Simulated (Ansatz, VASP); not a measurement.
# Two plane-wave programs on Sc2Al

```
CELL_PARAMETERS angstrom
4.60835 0.00000 0.00000
-2.30418 3.99095 0.00000
0.00000 0.00000 5.93332
ATOMIC_POSITIONS crystal
Sc 0.00000 0.00000 0.00000
Sc 0.00000 0.00000 0.50000
Sc 0.33333 0.66667 0.75000
Sc 0.66667 0.33333 0.25000
Al 0.33333 0.66667 0.25000
Al 0.66667 0.33333 0.75000
```

Change from the starting cell: strain -0.050 along x and y, -0.025 along z, atoms carried along.

Alike in both runs: task single point; functional PBEsol; k mesh 12 × 12 × 8; occupations gaussian, width 0.15 eV; no spin polarisation.

|  | VASP | Ansatz |
| --- | --- | --- |
| version | VASP 6.6.1 | Ansatz 0.2.0 |
| potentials or method | VASP PAW PBE potentials, release 64 (Sc_sv, Al), cutoff 520 eV | scalar-relativistic, plane waves, PAW |
| valence electrons in the cell | 50 | 50 |

```tsv
	VASP	Ansatz	Ansatz less VASP
gap on the k mesh at the Fermi level (eV)	none	none	-
pressure (GPa)	12.4	12.2	-0.14
traceless stress, the component that is largest in VASP (GPa)	-3.87	-3.84	+0.036
```

VASP's potentials were made for PBE, not for PBEsol. A gap of «none» marks a metal or a gap that the smearing closes.
